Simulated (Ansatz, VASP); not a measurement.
## CuI in VASP and in Ansatz

The input INCAR:

```
SYSTEM = CuI
ALGO     = Normal         ! electronic algorithm
EDIFF    = 1E-6           ! SCF threshold, eV
ENCUT    = 520            ! plane-wave cutoff, eV
GGA      = PE             ! functional
ISIF     = 2              ! what is computed and relaxed
ISMEAR   = 0              ! smearing method
LASPH    = .TRUE.         ! aspherical terms in the spheres
LCHARG   = .FALSE.        ! write CHGCAR
LREAL    = .FALSE.        ! projectors in reciprocal space
LWAVE    = .FALSE.        ! write WAVECAR
NBANDS   = 16             ! bands
NELM     = 60             ! most SCF steps
PREC     = Accurate       ! precision mode
SIGMA    = 0.05           ! smearing width, eV
```

Contents of KPOINTS:

```
k-points
0
G
  8 8 8
  0 0 0
```

File POSCAR:

```
CuI
1.0
    0.0000000000      3.0103100095      3.1337809801
    3.1337809801      0.0000000000      3.1337809801
    3.1337809801      3.0103100095      0.0000000000
Cu I
1 1
Direct
    0.7500000000      0.7500000000      0.7500000000
    0.0000000000      0.0000000000      0.0000000000
```

Input for Ansatz:

```yaml
crystal:
  lattice:
    - [0.0, 3.0103100095, 3.1337809801]
    - [3.1337809801, 0.0, 3.1337809801]
    - [3.1337809801, 3.0103100095, 0.0]
  atoms:
    - { symbol: Cu, position: [0.75, 0.75, 0.75] }
    - { symbol: I, position: [0.0, 0.0, 0.0] }
basis:
  ecutwfc: 520.0
kpoints:
  mp_grid: { grid: [8, 8, 8] }
hamiltonian:
  xc: pbe
scf:
  occupations: { method: gaussian, width: 0.05 }
output:
  forces: true
  stress: true
  eigenvalues: true
```

Alike in both runs: task single point; functional PBE; k mesh 8 × 8 × 8; occupations gaussian, width 0.05 eV; no spin polarisation.

```csv
,VASP,Ansatz
version,VASP 6.6.1,Ansatz 0.2.0
potentials or method,"VASP PAW PBE potentials, release 64 (Cu, I), cutoff 520 eV","scalar-relativistic, plane waves, PAW"
valence electrons in the cell,18,36
```

|  | VASP | Ansatz | Ansatz less VASP |
| --- | --- | --- | --- |
| gap on the k mesh at the Fermi level (eV) | 0.96 | 0.94 | -0.019 |
| least direct gap on the mesh (eV) | 0.96 | 0.94 | -0.019 |
| pressure (GPa) | -1.5 | -1.8 | -0.31 |
| traceless stress, the component that is largest in VASP (GPa) | 0.46 | 0.46 | +0.005 |

The functional is the same, so the differences come from potentials, cutoffs and numerics. VASP's potentials hold 18 valence electrons a cell and Ansatz's 36, so a difference there can come from the potentials and not from the codes.

Spin-orbit coupling is off throughout.
